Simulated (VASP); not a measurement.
# Pd (Fd-3m) in VASP: further runs, part 2 of 2

VASP 6.6.1. The steps go on from the part before.

### Step 6. Relaxation of cell and atoms, PBE, collinear spin, antiferromagnetic start

This run uses another cell than the first one, of 19.86 Å³/atom, 0.750 times its volume.

File INCAR:

```
ALGO = Normal
EDIFF = 1E-6
EDIFFG = -0.01
ENCUT = 600
GGA = PE
IBRION = 2
ISIF = 3
ISMEAR = -1
ISPIN = 2
LASPH = True
LCHARG = False
LMAXMIX = 4
LORBIT = 11
LREAL = False
LWAVE = False
MAGMOM = 0.5 -0.5
NELM = 150
NSW = 80
PREC = Accurate
SIGMA = 0.05
```

File KPOINTS:

```
k-points
0
Gamma
  10 10 10
```

File POSCAR:

```
Pd
1.0
    0.0000000000      2.7082278367      2.7082278367
    2.7082278367      0.0000000000      2.7082278367
    2.7082278367      2.7082278367      0.0000000000
Pd
2
Direct
    0.1250000000      0.1250000000      0.1250000000
    0.8750000000      0.8750000000      0.8750000000
```

Potentials or basis: VASP PAW PBE potentials, release 64 (Pd).

Launch:

```console
$ cat potpaw_PBE.64/Pd/POTCAR > POTCAR
$ mpirun -np 1 vasp_std > vasp.out
```

OUTCAR:

```text
EDIFF = 1E-6
   EDIFFG = -0.01
   ENCUT = 600
   GGA = PE
   IBRION = 2
   ISIF = 3
   ISMEAR = -1
   ISPIN = 2
   LASPH = True
   LORBIT = 11
   LREAL = False
   NELM = 150
   NSW = 80
   PREC = Accurate

 ion  position               nearest neighbor table
   1  0.125  0.125  0.125-   2 2.35   2 2.35   2 2.35   2 2.35
   2  0.875  0.875  0.875-   1 2.35   1 2.35   1 2.35   1 2.35

  LATTYP: Found a face centered cubic cell.
 ALAT       =     5.4164556734

  Lattice vectors:

 A1 = (   0.0000000000,   2.7082278367,   2.7082278367)
 A2 = (   2.7082278367,   0.0000000000,   2.7082278367)
 A3 = (   2.7082278367,   2.7082278367,   0.0000000000)

Analysis of symmetry for initial positions (statically):
=====================================================================
 Subroutine PRICEL returns:
 Original cell was already a primitive cell.

 Routine SETGRP: Setting up the symmetry group for a
 face centered cubic supercell.

 Subroutine GETGRP returns: Found 48 space group operations
 (whereof 12 operations were pure point group operations)
 out of a pool of 48 trial point group operations.

The static configuration has the point symmetry D_3d.
 The point group associated with its full space group is O_h .

Analysis of symmetry for dynamics (positions and initial velocities):
=====================================================================
 Subroutine PRICEL returns:
 Original cell was already a primitive cell.

 Routine SETGRP: Setting up the symmetry group for a
 face centered cubic supercell.

 Subroutine GETGRP returns: Found 48 space group operations
 (whereof 12 operations were pure point group operations)
 out of a pool of 48 trial point group operations.

The dynamic configuration has the point symmetry D_3d.
 The point group associated with its full space group is O_h .

Analysis of structural, dynamic, and magnetic symmetry:
=====================================================================
 Subroutine PRICEL returns:
 Original cell was already a primitive cell.

 Routine SETGRP: Setting up the symmetry group for a
 face centered cubic supercell.

 Subroutine GETGRP returns: Found 48 space group operations
 (whereof 12 operations were pure point group operations)
 out of a pool of 48 trial point group operations.

The overall configuration has the point symmetry D_3d.
 The point group associated with its full space group is O_h .

 Subroutine INISYM returns: Found 48 space group operations
 (whereof 12 operations are pure point group operations),
 and found     1 'primitive' translations

----------------------------------------------------------------------------------------

                                     Primitive cell

  volume of cell :      39.7270

  direct lattice vectors                    reciprocal lattice vectors
     0.000000000  2.708227837  2.708227837    -0.184622576  0.184622576  0.184622576
     2.708227837  0.000000000  2.708227837     0.184622576 -0.184622576  0.184622576
     2.708227837  2.708227837  0.000000000     0.184622576  0.184622576 -0.184622576

  length of vectors
     3.830012537  3.830012537  3.830012537     0.319775682  0.319775682  0.319775682

  position of ions in fractional coordinates (direct lattice)
     0.125000000  0.125000000  0.125000000
     0.875000000  0.875000000  0.875000000

[... 28 lines left out ...]

 Found     47 irreducible k-points:

 Following reciprocal coordinates:
            Coordinates               Weight
  0.000000  0.000000  0.000000      1.000000
  0.100000  0.000000  0.000000      8.000000
  0.200000  0.000000  0.000000      8.000000
  0.300000  0.000000  0.000000      8.000000
  0.400000  0.000000  0.000000      8.000000
  0.500000  0.000000  0.000000      4.000000
[... 16 lines left out ...]
  0.300000  0.300000  0.000000      6.000000
  0.400000  0.300000  0.000000     24.000000
 [... further k-points ...]
   k-points           NKPTS =     47   k-points in BZ     NKDIM =     47   number of bands    NBANDS=     14
   number of dos      NEDOS =    301   number of ions     NIONS =      2
   total plane-waves  NPLWV =  32768
   dimension x,y,z NGX =    32 NGY =   32 NGZ =   32
   dimension x,y,z NGXF=    64 NGYF=   64 NGZF=   64
   ions per type =               2
   NGX,Y,Z   is equivalent  to a cutoff of  13.89, 13.89, 13.89 a.u.
   NGXF,Y,Z  is equivalent  to a cutoff of  27.78, 27.78, 27.78 a.u.
 SYSTEM =  unknown system
   PREC   = accura    normal or accurate (medium, high low for compatibility)
   ISTART =      0    job   : 0-new  1-cont  2-samecut
   ICHARG =      2    charge: 1-file 2-atom 10-const
   ISPIN  =      2    spin polarized calculation?
   LNONCOLLINEAR =      F non collinear calculations
   LSORBIT =      F    spin-orbit coupling
   LASPH  =      T    aspherical Exc in radial PAW
   ENCUT  =  600.0 eV  44.10 Ry    6.64 a.u.   7.65  7.65  7.65*2*pi/ulx,y,z
   NELM   =    150;   NELMIN=  2; NELMDL= -5     # of ELM steps
   EDIFF  = 0.1E-05   stopping-criterion for ELM
   LREAL  =      F    real-space projection
   EDIFFG = -.1E-01   stopping-criterion for IOM
   NSW    =     80    number of steps for IOM
   IBRION =      2    ionic relax: 0-MD 1-quasi-New 2-CG
   NFREE  =      1    steps in history (QN), initial steepest desc. (CG)
   ISIF   =      3    stress and relaxation
   ISYM   =      2    0-nonsym 1-usesym 2-fastsym
   POTIM  = 0.5000    time-step for ionic-motion
   TEBEG  =    0.0;   TEEND  =   0.0 temperature during run
   PSTRESS=    0.0 pullay stress
   NELECT =      20.0000    total number of electrons
   NUPDOWN=      -1.0000    fix difference up-down
   EMIN   =  10.00;   EMAX   =-10.00  energy-range for DOS
   EFERMI =   0.00;   METHOD = LEGACY
   ISMEAR =    -1;   SIGMA  =   0.05  broadening in eV -4-tet -1-fermi 0-gaus
   EFERMI_NEDOS =   21; number of points for ismear=-14 and -15
   IALGO  =     38    algorithm
   IMIX   =      4    mixing-type and parameters
     AMIX     =   0.40;   BMIX     =  1.00
     AMIX_MAG =   1.60;   BMIX_MAG =  1.00
  volume/ion in A,a.u.               =      19.86       134.05
  Fermi-wavevector in a.u.,A,eV,Ry     =   1.302336  2.461058 23.076548  1.696078
  Thomas-Fermi vector in A             =   2.433411
   LORBIT       =     11    0 simple, 1 ext, 2 COOP (PROOUT), +10 PAW based schemes
   GGA     = PE    functional components
   LHFCALC =     F    Hartree Fock is set to
   AEXX    =    0.0000 exact exchange contribution
   IVDW    =     0    specifies the selected vdW correction
   LEPSILON=     F    determine dielectric tensor
   LRPA    =     F    only Hartree local field effects (RPA)
 conjugate gradient relaxation of ions
 spin polarized calculation
  energy-cutoff  :      600.00
  volume of cell :       39.73
 maximum number of plane-waves:      1363
   NGX = 15   NGY = 15   NGZ = 15

--------------------------------------- Ionic step        1  -------------------------------------------

 number of electron      19.9999998 magnetization       0.0000000

 number of electron      19.9999998 magnetization      -0.0000000

 Free energy of the ion-electron system (eV)
  ---------------------------------------------------
  ext. energy  EPLUGINS =         0.00000000
  ---------------------------------------------------
  free energy    TOTEN  =        -7.65167275 eV

  energy without entropy =       -7.60137029  energy(sigma->0) =       -7.62652152

 E-fermi :   6.3327     XC(G=0): -11.0671

 val. band max:        6.3237282134   @ k =   0.3000   0.1000   0.0000
 cond. band min:       6.3476640523   @ k =  -0.3000   0.4000   0.1000
 fundamental gap:      0.0239358389
 Fermi energy:         6.3326691567
[... 1758 lines left out ...]
  FREE ENERGIE OF THE ION-ELECTRON SYSTEM (eV)
  ---------------------------------------------------
  free  energy   TOTEN  =        -8.1827232137 eV

  energy  without entropy=       -8.1222822370  energy(sigma->0) =       -8.15250273

[... ionic steps 4 to 14 ...]

--------------------------------------- Ionic step       15  -------------------------------------------

 number of electron      20.0000001 magnetization       0.0000000

------------------------ aborting loop because EDIFF is reached ----------------------------------------
[... 71 lines left out ...]
 number of electron      20.0000001 magnetization       0.0000000

 number of electron      20.0000001 magnetization      -0.0000000

 Free energy of the ion-electron system (eV)
  ---------------------------------------------------
  ext. energy  EPLUGINS =         0.00000000
  ---------------------------------------------------
  free energy    TOTEN  =        -8.18278127 eV

  energy without entropy =       -8.12242411  energy(sigma->0) =       -8.15260269

 E-fermi :   3.9554     XC(G=0):  -9.9389

 val. band max:        3.9549885714   @ k =  -0.3000   0.3000   0.0000
 cond. band min:       3.9635360336   @ k =   0.3000   0.2000   0.1000
 fundamental gap:      0.0085474623
 Fermi energy:         3.9553960077
[... 851 lines left out ...]
  FREE ENERGIE OF THE ION-ELECTRON SYSTEM (eV)
  ---------------------------------------------------
  free  energy   TOTEN  =        -8.1827812718 eV

  energy  without entropy=       -8.1224241061  energy(sigma->0) =       -8.15260269

 reached required accuracy - stopping structural energy minimisation

 total charge

# of ion       s       p       d       tot
------------------------------------------
    1        0.490   0.292   8.519   9.302
    2        0.490   0.292   8.519   9.302
--------------------------------------------------
tot          0.981   0.585  17.039  18.604

 magnetization (x)

# of ion       s       p       d       tot
------------------------------------------
    1       -0.000  -0.000  -0.000  -0.000
    2        0.000   0.000   0.000   0.000
--------------------------------------------------
tot          0.000   0.000   0.000   0.000
```

OSZICAR:

```text
N       E                     dE             d eps       ncg     rms          rms(c)
DAV:   1     0.114856929888E+03    0.11486E+03   -0.11160E+04  2632   0.152E+03
DAV:   2    -0.561080042099E+01   -0.12047E+03   -0.11404E+03  2878   0.282E+02
DAV:   3    -0.787291773941E+01   -0.22621E+01   -0.22307E+01  3064   0.433E+01
[... 90 lines left out ...]
       N       E                     dE             d eps       ncg     rms          rms(c)
DAV:   1    -0.818283700888E+01   -0.61046E-04   -0.77887E-04  2644   0.293E-01    0.513E-02
DAV:   2    -0.818278511854E+01    0.51890E-04   -0.31446E-04  2656   0.160E-01    0.187E-02
DAV:   3    -0.818278228898E+01    0.28296E-05   -0.86652E-06  2644   0.288E-02    0.733E-03
DAV:   4    -0.818278125880E+01    0.10302E-05   -0.62541E-07  2048   0.567E-03    0.330E-04
DAV:   5    -0.818278127182E+01   -0.13019E-07   -0.29625E-08  1316   0.133E-03
  17 F= -.81827813E+01 E0= -.81526027E+01  d E =-.164138E-04  mag=     0.0000
```

CONTCAR:

```text
Pd
   1.00000000000000
    -0.0000000000000000    2.8990873609810670    2.8990873609810670
     2.8990873609810670   -0.0000000000000000    2.8990873609810670
     2.8990873609810670    2.8990873609810670    0.0000000000000000
  Pd
     2
Direct
     0.1250000000000000    0.1250000000000000    0.1250000000000000
     0.8750000000000000    0.8750000000000000    0.8750000000000000

  0.00000000E+00  0.00000000E+00  0.00000000E+00
  0.00000000E+00  0.00000000E+00  0.00000000E+00
```

It took 3.1 min on 1 thread of AMD EPYC 9R45 (Zen 5), shared host; peak memory 0.2 GiB.

Results:

* Free energy: -8.1828 eV
* Relaxed volume: 24.37 Å³/atom
* Relaxed cell: a = 4.100 Å, b = 4.100 Å, c = 4.100 Å, α = 60.00°, β = 60.00°, γ = 60.00°
* Space group after relaxing (to 0.05 Å): Fd-3m (No. 227)
* Energy gained by relaxing: 265.6 meV/atom
* Ionic steps: 17
* Pressure after relaxing: 0.0 GPa
* Band gap on the k mesh: zero (filled and empty bands overlap)
* Net moment: 0.00 μB per cell
* Valence electrons inside the program's atomic spheres: Pd 9.30

Step by step:
| step | energy change (eV) | largest force (eV/Å) | pressure (GPa) | volume (Å³) |
| --- | --- | --- | --- | --- |
| 1 | 0.0000 | 0.0000 | 23.47 | 39.73 |
| 2 | -0.2411 | 0.0000 | -7.41 | 58.92 |
| 3 | -0.5311 | 0.0000 | -0.16 | 48.89 |
| 4 | -0.5311 | 0.0000 | 0.12 | 48.69 |
| 5 | -0.5311 | 0.0000 | 0.10 | 48.69 |
| 6 | -0.5311 | 0.0000 | 0.08 | 48.69 |
| 7 | -0.5311 | 0.0000 | 0.10 | 48.69 |
| 8 | -0.5311 | 0.0000 | 0.10 | 48.69 |
| 9 | -0.5311 | 0.0000 | 0.10 | 48.69 |
| 10 | -0.5311 | 0.0000 | 0.10 | 48.69 |
| 11 | -0.5311 | 0.0000 | 0.10 | 48.69 |
| 12 | -0.5311 | 0.0000 | 0.09 | 48.70 |
| 13 | -0.5311 | 0.0000 | 0.09 | 48.70 |
| 14 | -0.5311 | 0.0000 | 0.07 | 48.70 |
| 15 | -0.5311 | 0.0000 | 0.08 | 48.70 |
| 16 | -0.5311 | 0.0000 | 0.07 | 48.71 |
| 17 | -0.5311 | 0.0000 | 0.05 | 48.73 |

Final structure:
```
CELL_PARAMETERS angstrom
0.00000 2.89909 2.89909
2.89909 0.00000 2.89909
2.89909 2.89909 0.00000
ATOMIC_POSITIONS crystal
Pd 0.12500 0.12500 0.12500
Pd 0.87500 0.87500 0.87500
```

Levels at points of the mesh, in eV from the Fermi level:
Spin up:
| k point | band 6 | band 7 | band 8 | band 9 | band 10 | band 11 | band 12 | band 13 | band 14 |
| --- | --- | --- | --- | --- | --- | --- | --- | --- | --- |
| (0.00, 0.00, 0.00) | -3.17 | -1.30 | -1.30 | -1.30 | -0.16 | -0.16 | 11.60 | 11.60 | 11.60 |
| (0.50, 0.00, 0.00) | -2.96 | -0.99 | -0.99 | -0.32 | -0.32 | 0.02 | 1.29 | 8.48 | 8.48 |
| (0.50, 0.50, 0.00) | -1.87 | -1.78 | -1.78 | -0.15 | -0.15 | 1.94 | 1.94 | 4.83 | 4.83 |
Spin down:
```
           k point  band 7  band 8  band 9  band 10  band 11  band 12  band 13  band 14
(0.00, 0.00, 0.00)   -1.30   -1.30   -1.30    -0.16    -0.16    11.60    11.60    11.60
(0.50, 0.00, 0.00)   -0.99   -0.99   -0.32    -0.32     0.02     1.29     8.48     8.48
(0.50, 0.50, 0.00)   -1.78   -1.78   -0.15    -0.15     1.94     1.94     4.83     4.83
```

Caveat: the volume moved by over 15 % at a fixed basis, so the end points are rough.

### Step 7. Overview

```tsv
task	spin	cell	k mesh	cutoff (eV)	smearing	gap on the mesh (eV)	pressure (GPa)	moment (μB)	relaxed volume (Å³/atom)
single point	off	a = 4.216 Å, angles 60.0°, 2 atoms	11 × 11 × 11	520	fermi-dirac 0.1 eV	none	-4.3	-	-
single point	off	a = 4.267 Å, angles 60.0°, 2 atoms	11 × 11 × 11	520	fermi-dirac 0.1 eV	none	-5.6	-	-
relaxation of cell and atoms	off	relaxed from a = 3.830 Å, angles 60.0°, 2 atoms	10 × 10 × 10	600	fermi-dirac 0.1 eV	none	0.1	-	24.40
single point	collinear, antiferromagnetic start	a = 4.107 Å, angles 60.0°, 2 atoms	10 × 10 × 10	520	fermi-dirac 0.05 eV	none	-0.3	0.00	-
relaxation of cell and atoms	collinear, antiferromagnetic start	relaxed from a = 3.830 Å, angles 60.0°, 2 atoms	10 × 10 × 10	600	fermi-dirac 0.05 eV	none	0.0	0.00	24.37
```

Alike in all rows: level PBE; potentials or basis VASP PAW PBE potentials, release 64 (Pd).

Caveats: the volume moved by over 15 % at a fixed basis, so the end points are rough (some runs).

Absolute energies hang on the potentials; compare differences alone.
